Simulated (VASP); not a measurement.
Here is a VASP 6.6.1 calculation.

The input INCAR:

```
ALGO = Normal ; EDIFF = 1E-6
ENCUT = 520 ; GGA = PE
GGA_COMPAT = F ; ISIF = 2
ISMEAR = 0 ; LASPH = T
LCHARG = F ; LMAXMIX = 4
LORBIT = 11 ; LORBMOM = T
LREAL = F ; LSORBIT = T
LWAVE = F ; MAGMOM = 0 0 0 0 0 0
NBANDS = 36 ; NELM = 150
PREC = Accurate ; SIGMA = 0.05
```

File KPOINTS:

```
k-points
0
Gamma
  7 7 6
```

File POSCAR:

```
HfGe
1.0
    3.9335093900      0.0000000000      0.0000000000
   -1.9667546900      3.4065190500      0.0000000000
    0.0000000000      0.0000000000      3.5096193900
Hf Ge
1 1
Direct
    0.0000000000      0.0000000000      0.5000000000
    0.3333333300      0.6666666700      0.5000000000
```

Potentials or basis: VASP PAW PBE potentials, release 64 (Hf_pv, Ge_d).

Run with:

```bash
$ cat potpaw_PBE.64/Hf_pv/POTCAR potpaw_PBE.64/Ge_d/POTCAR > POTCAR
$ mpirun -np 1 vasp_ncl > vasp.out
```

Task: What does it give for the net moment?

Result: 0.00 μB per cell.

Task: What does it give for the pressure?

Result: 37.1 GPa.

Stress tensor (GPa, compression positive):
```
60.34  0.00  0.00
 0.00 60.34  0.00
 0.00  0.00 -9.45
```

Caveat: the cell stands under pressure.
